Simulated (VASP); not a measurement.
# BeTe (F-43m) in VASP: a series of runs, part 2 of 2

VASP 6.6.1. The steps go on from the part before.

**3. Single point, PBE exchange alone**

This run uses another cell than the first one, of 20.83 Å³/atom, 0.961 times its volume.

The input, INCAR:

```
SYSTEM = BeTe
AGGAC = 0.0
ALDAC = 0.0
ALGO = Normal
EDIFF = 1E-6
ENCUT = 520
GGA = PE
ISIF = 2
ISMEAR = -1
LASPH = .TRUE.
LCHARG = .TRUE.
LELF = .TRUE.
LREAL = .FALSE.
LVHAR = .TRUE.
LWAVE = .FALSE.
NBANDS = 11
NELM = 80
PREC = Accurate
SIGMA = 0.05
```

The input, KPOINTS:

```
k-points
0
G
  8 8 8
  0 0 0
```

The input, POSCAR:

```
BeTe
1.0
    0.0000000000      2.7514088358      2.7514088358
    2.7514088358      0.0000000000      2.7514088358
    2.7514088358      2.7514088358      0.0000000000
Te Be
1 1
Direct
    0.7500000000      0.7500000000      0.7500000000
    0.0000000000      0.0000000000      0.0000000000
```

Potentials or basis: VASP PAW PBE potentials, release 64 (Te, Be).

Run with:

```console
$ cat potpaw_PBE.64/Te/POTCAR potpaw_PBE.64/Be/POTCAR > POTCAR
$ mpirun -np 1 vasp_std > vasp.out
```

It took 25 s on 1 thread of Intel Xeon 8259CL, shared host; peak memory 0.17 GiB.

Results (log left out):

| Property | Result |
| --- | --- |
| Free energy | -5.0721 eV |
| Pressure | 14.6 GPa |
| Band gap on the k mesh | 2.06 eV, indirect (least direct gap 3.63 eV) |

Levels at points of the mesh, in eV from the valence-band top:
| k point | band 2 | band 3 | band 4 | band 5 | band 6 | band 7 |
| --- | --- | --- | --- | --- | --- | --- |
| (0.00, 0.00, 0.00) | 0.00 | 0.00 | 0.00 | 3.63 | 3.63 | 3.63 |
| (0.50, 0.00, 0.00) | -5.90 | -1.24 | -1.24 | 3.43 | 4.67 | 4.67 |
| (0.50, 0.50, 0.00) | -5.42 | -2.87 | -2.87 | 2.06 | 2.74 | 10.18 |

Caveat: spin-orbit coupling is left out, which moves the levels of the heavy elements. A k mesh can miss the band edges.

**4. Single point, PBE**

This run uses another cell than the first one, of 21.25 Å³/atom, 0.980 times its volume.

The input, INCAR:

```
SYSTEM = BeTe
ALGO = Normal
EDIFF = 1E-6
ENCUT = 520
GGA = PE
ISIF = 2
ISMEAR = -1
LASPH = .TRUE.
LCHARG = .FALSE.
LREAL = .FALSE.
LWAVE = .FALSE.
NBANDS = 11
NELM = 100
PREC = Accurate
SIGMA = 0.03
```

The input, KPOINTS:

```
k-points
0
G
  5 5 5
  0 0 0
```

The input, POSCAR:

```
BeTe
1.0
    0.0000000000      2.7700000000      2.7700000000
    2.7700000000      0.0000000000      2.7700000000
    2.7700000000      2.7700000000      0.0000000000
Te Be
1 1
Direct
    0.7500000000      0.7500000000      0.7500000000
    0.0000000000      0.0000000000      0.0000000000
```

Run with:

```console
$ cat potpaw_PBE.64/Te/POTCAR potpaw_PBE.64/Be/POTCAR > POTCAR
$ mpirun -np 1 vasp_std > vasp.out
```

Run time: 9.8 s. Hardware: 1 thread of Intel Xeon 8259CL, shared host; peak memory 0.13 GiB.

It converged, with:

```yaml
Free_energy: -7.5617 eV
Pressure: 4.6 GPa
Band_gap_on_the_k_mesh: 1.96 eV, indirect (least direct gap 3.56 eV)
```

Levels at points of the mesh, in eV from the valence-band top:
| k point | band 1 | band 2 | band 3 | band 4 | band 5 | band 6 | band 7 | band 8 | band 9 |
| --- | --- | --- | --- | --- | --- | --- | --- | --- | --- |
| (0.00, 0.00, 0.00) | -12.63 | 0.00 | 0.00 | 0.00 | 3.56 | 3.56 | 3.56 | 4.19 | 8.38 |

Caveat: spin-orbit coupling is left out, which moves the levels of the heavy elements.

**5. Single point, LDA**

This run uses another cell than the first one, of 21.25 Å³/atom, 0.980 times its volume.

The input, INCAR:

```
SYSTEM = BeTe
PREC     = Accurate       ! precision mode
ENCUT    = 520            ! plane-wave cutoff, eV
EDIFF    = 1E-7           ! SCF threshold, eV
ISMEAR   = 0              ! smearing method
SIGMA    = 0.02           ! smearing width, eV
LREAL    = .False.        ! projectors in reciprocal space
LASPH    = .True.         ! aspherical terms in the spheres
NELM     = 60             ! most SCF steps
ALGO     = Normal         ! electronic algorithm
ISIF     = 2              ! what is computed and relaxed
LWAVE    = .False.        ! write WAVECAR
LCHARG   = .True.         ! write CHGCAR
GGA      = CA             ! functional
LELF     = .True.         ! ELF
LVHAR    = .True.       
NBANDS   = 11             ! bands
```

The input, KPOINTS:

```
regular mesh
0
Gamma
  8 8 8
  0 0 0
```

POSCAR is that of step 4.

Potentials or basis: VASP PAW LDA potentials, release 64 (Te, Be).

Run with:

```console
$ cat potpaw_LDA.64/Te/POTCAR potpaw_LDA.64/Be/POTCAR > POTCAR
$ mpirun -np 1 vasp_std > vasp.out
```

Wall time 22 s (1 thread of Intel Xeon 8259CL, shared host); peak memory 0.12 GiB.

The run converged. Its results:

| Property | Result |
| --- | --- |
| Free energy | -8.7254 eV |
| Pressure | 0.8 GPa |
| Band gap on the k mesh | 1.75 eV, indirect (least direct gap 3.54 eV) |

Levels at points of the mesh, in eV from the valence-band top:
| k point | band 1 | band 2 | band 3 | band 4 | band 5 | band 6 | band 7 | band 8 | band 9 |
| --- | --- | --- | --- | --- | --- | --- | --- | --- | --- |
| (0.00, 0.00, 0.00) | -12.65 | 0.00 | 0.00 | 0.00 | 3.54 | 3.54 | 3.54 | 4.09 | 8.26 |
| (0.50, 0.00, 0.00) | -11.19 | -5.86 | -1.22 | -1.22 | 3.19 | 4.53 | 4.53 | 7.63 | 10.96 |
| (0.50, 0.50, 0.00) | -10.66 | -5.35 | -2.83 | -2.83 | 1.75 | 2.58 | 9.91 | 9.91 | 11.65 |

Caveat: spin-orbit coupling is left out, which moves the levels of the heavy elements. Expect the measured gap to be larger: semilocal functionals such as LDA lack the derivative discontinuity.

**6. Single point, PBE**

This run uses another cell than the first one, of 21.25 Å³/atom, 0.980 times its volume.

The input, INCAR:

```
  PREC = Accurate
  ENCUT = 520
  EDIFF = 1E-6
  ISMEAR = 0
  SIGMA = 0.027000000000000003
  LREAL = False
  LASPH = True
  NELM = 60
  ALGO = Normal
  ISIF = 2
  LWAVE = False
  LCHARG = False
  GGA = PE
  NBANDS = 11
```

The input, KPOINTS:

```
regular mesh
0
Gamma
  8 8 8
```

POSCAR is that of step 5.

Potentials or basis: VASP PAW PBE potentials, release 64 (Te, Be).

Run with:

```console
$ cat potpaw_PBE.64/Te/POTCAR potpaw_PBE.64/Be/POTCAR > POTCAR
$ mpirun -np 1 vasp_std > vasp.out
```

OUTCAR:

```text
PREC = Accurate
   ENCUT = 520
   EDIFF = 1E-6
   ISMEAR = 0
   LREAL = False
   LASPH = True
   NELM = 60
   ISIF = 2
   GGA = PE

 ion  position               nearest neighbor table
   1  0.750  0.750  0.750-   2 2.40   2 2.40   2 2.40   2 2.40
   2  0.000  0.000  0.000-   1 2.40   1 2.40   1 2.40   1 2.40

  LATTYP: Found a face centered cubic cell.
 ALAT       =     5.5400000000

  Lattice vectors:

 A1 = (   0.0000000000,   2.7700000000,   2.7700000000)
 A2 = (   2.7700000000,   0.0000000000,   2.7700000000)
 A3 = (   2.7700000000,   2.7700000000,   0.0000000000)

Analysis of symmetry for initial positions (statically):
=====================================================================
 Subroutine PRICEL returns:
 Original cell was already a primitive cell.

 Routine SETGRP: Setting up the symmetry group for a
 face centered cubic supercell.

 Subroutine GETGRP returns: Found 24 space group operations
 (whereof 24 operations were pure point group operations)
 out of a pool of 48 trial point group operations.

The static configuration has the point symmetry T_d .
[... 171 lines left out ...]
      1      -6.9704      2.00000
      2       5.6645      2.00000
      3       5.6645      2.00000
      4       5.6645      2.00000
      5       9.2287      0.00000
      6       9.2287      0.00000
      7       9.2287      0.00000
      8       9.8556      0.00000
      9      14.0509      0.00000
     10      16.0119      0.00000
     11      16.0119      0.00000
[... 309 lines left out ...]
 k-point    24 :      -0.3750    0.2500    0.1250
  band No.  band energies     occupation
      1      -5.2330      2.00000
      2       0.2476      2.00000
      3       2.5866      2.00000
      4       3.6101      2.00000
      5       9.8499      0.00000
      6      10.1084      0.00000
      7      12.4872      0.00000
      8      13.5784      0.00000
      9      14.2612      0.00000
     10      17.3732      0.00000
     11      17.7599      0.00000

 [... further k-points ...]

------------------------ aborting loop because EDIFF is reached ----------------------------------------

  FORCE on cell =-STRESS in cart. coord.  units (eV):
  Direction    XX          YY          ZZ          XY          YZ          ZX
  --------------------------------------------------------------------------------------
  -------------------------------------------------------------------------------------
  Total        1.1817473      1.1817473      1.1817473      0.0000000      0.0000000     -0.0000000
  in kB       44.5416102     44.5416102     44.5416102      0.0000000      0.0000000     -0.0000000
  external PRESSURE =      44.5416102 kB  Pullay stress =       0.0000000 kB

 VOLUME and BASIS-vectors are now :
 -----------------------------------------------------------------------------
  energy-cutoff  :      520.00
  volume of cell :       42.51
      direct lattice vectors                 reciprocal lattice vectors
     0.000000000  2.770000000  2.770000000    -0.180505415  0.180505415  0.180505415
     2.770000000  0.000000000  2.770000000     0.180505415 -0.180505415  0.180505415
     2.770000000  2.770000000  0.000000000     0.180505415  0.180505415 -0.180505415

 POSITION                                       TOTAL-FORCE (eV/Angst)
 -----------------------------------------------------------------------------------
      4.15500      4.15500      4.15500        -0.000000     -0.000000      0.000000
      0.00000      0.00000      0.00000         0.000000      0.000000     -0.000000
 -----------------------------------------------------------------------------------
    total drift:                               -0.000000     -0.000000     -0.000000

  FREE ENERGIE OF THE ION-ELECTRON SYSTEM (eV)
  ---------------------------------------------------
  free  energy   TOTEN  =        -7.5847738278 eV

  energy  without entropy=       -7.5847738278  energy(sigma->0) =       -7.58477383
```

It took 26 s on 1 thread of Intel Xeon 8259CL, shared host; peak memory 0.14 GiB.

Results:

```
Free energy            : -7.5848 eV
Pressure               : 4.5 GPa
Band gap on the k mesh : 1.85 eV, indirect (least direct gap 3.56 eV)
```

Levels at points of the mesh, in eV from the valence-band top:
| k point | band 2 | band 3 | band 4 | band 5 | band 6 | band 7 |
| --- | --- | --- | --- | --- | --- | --- |
| (0.00, 0.00, 0.00) | 0.00 | 0.00 | 0.00 | 3.56 | 3.56 | 3.56 |
| (0.50, 0.00, 0.00) | -5.87 | -1.22 | -1.22 | 3.21 | 4.56 | 4.56 |
| (0.50, 0.50, 0.00) | -5.39 | -2.84 | -2.84 | 1.85 | 2.59 | 10.02 |

Caveat: spin-orbit coupling is left out, which moves the levels of the heavy elements. A k mesh can miss the band edges.

**7. Overview**

```csv
level,potentials or basis,cell,k mesh,smearing,gap on the mesh (eV),pressure (GPa)
RPBE+D4,"VASP PAW PBE potentials, release 64 (Te, Be)","a = 3.943 Å, angles 60.0°, 2 atoms",8 × 8 × 8,fermi-dirac 0.05 eV,1.99,-0.5
PBE exchange alone,"VASP PAW PBE potentials, release 64 (Te, Be)","a = 3.891 Å, angles 60.0°, 2 atoms",8 × 8 × 8,fermi-dirac 0.05 eV,2.06,14.6
PBE,"VASP PAW PBE potentials, release 64 (Te, Be)","a = 3.917 Å, angles 60.0°, 2 atoms",5 × 5 × 5,fermi-dirac 0.03 eV,1.96,4.6
LDA,"VASP PAW LDA potentials, release 64 (Te, Be)","a = 3.917 Å, angles 60.0°, 2 atoms",8 × 8 × 8,gaussian 0.02 eV,1.75,0.8
PBE,"VASP PAW PBE potentials, release 64 (Te, Be)","a = 3.917 Å, angles 60.0°, 2 atoms",8 × 8 × 8,gaussian 0.027 eV,1.85,4.5
```

Alike in all rows: task single point; no spin polarisation; cutoff (eV) 520.

Caveats: spin-orbit coupling is left out, which moves the levels of the heavy elements; the PAW data sets were made with another functional, which shifts forces and pressure a little (some runs).

Absolute energies hang on the potentials; compare differences alone.
